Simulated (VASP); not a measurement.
The system is In2S.

```
In S
1.0
     4.03772   -0.05381    0.00288
    -2.06546    3.63368   -0.05875
     0.00802   -0.18446   11.38055
In S
4 2
Direct
  0.31970 0.64902 0.14334
  0.35047 0.69657 0.64049
  0.65766 0.35329 0.35711
  0.67189 0.31020 0.86494
  0.00816 0.00903 0.99388
  0.99212 0.98189 0.50023
```

```yaml
Program: VASP 6.6.1
Task: relaxation of cell and atoms
Functional: PBE
Potentials_or_basis: VASP PAW PBE potentials, release 64 (In_d, S)
Cutoff: 600 eV
k_mesh: 6 × 6 × 2
Occupations: gaussian, width 0.2 eV
Spin: no spin polarisation
```

At the start: pressure 0.6 GPa; volume 27.61 Å³/atom.

Task: Where does the relaxation end?

Result: Over 18 steps the energy falls by 22.3 meV/atom and the volume is 26.62 Å³/atom (-3.6 %); space group P1 (No. 1, to 0.1 Å) before, P-3m1 (No. 164, to 0.1 Å).

Step by step:
| step | energy change (eV) | largest force (eV/Å) | pressure (GPa) | volume (Å³) |
| --- | --- | --- | --- | --- |
| 1 | 0.0000 | 0.6384 | 0.64 | 165.67 |
| 2 | -0.0426 | 0.3827 | -0.13 | 168.32 |
| 3 | -0.0550 | 0.1569 | -0.89 | 171.18 |
| 4 | -0.0841 | 0.1173 | -0.67 | 168.24 |
| 5 | -0.1084 | 0.1910 | -0.22 | 163.78 |
| 6 | -0.1100 | 0.2354 | -0.01 | 162.13 |
| 7 | -0.1216 | 0.1641 | 0.05 | 160.79 |
| 8 | -0.1274 | 0.0701 | 0.26 | 158.35 |
| 9 | -0.1280 | 0.0743 | 0.20 | 158.95 |
| 10 | -0.1299 | 0.0595 | -0.18 | 160.59 |
| 11 | -0.1299 | 0.0582 | -0.12 | 160.34 |
| 12 | -0.1315 | 0.0379 | -0.05 | 160.11 |
| 13 | -0.1320 | 0.0516 | 0.04 | 159.83 |
| 14 | -0.1329 | 0.0416 | -0.02 | 160.05 |
| 15 | -0.1331 | 0.0317 | -0.07 | 160.26 |
| 16 | -0.1334 | 0.0271 | 0.07 | 159.48 |
| 17 | -0.1334 | 0.0254 | 0.05 | 159.66 |
| 18 | -0.1336 | 0.0148 | -0.03 | 159.75 |

Final structure:
```
In S
1.0
     4.08638   -0.00076    0.00106
    -2.04274    3.53840    0.00081
    -0.00182   -0.00467   11.04913
In S
4 2
Direct
  0.33321 0.66580 0.14888
  0.33333 0.66665 0.64895
  0.66737 0.33386 0.35128
  0.66683 0.33303 0.85112
  0.00021 0.00042 0.00012
  0.99905 0.00024 0.49965
```
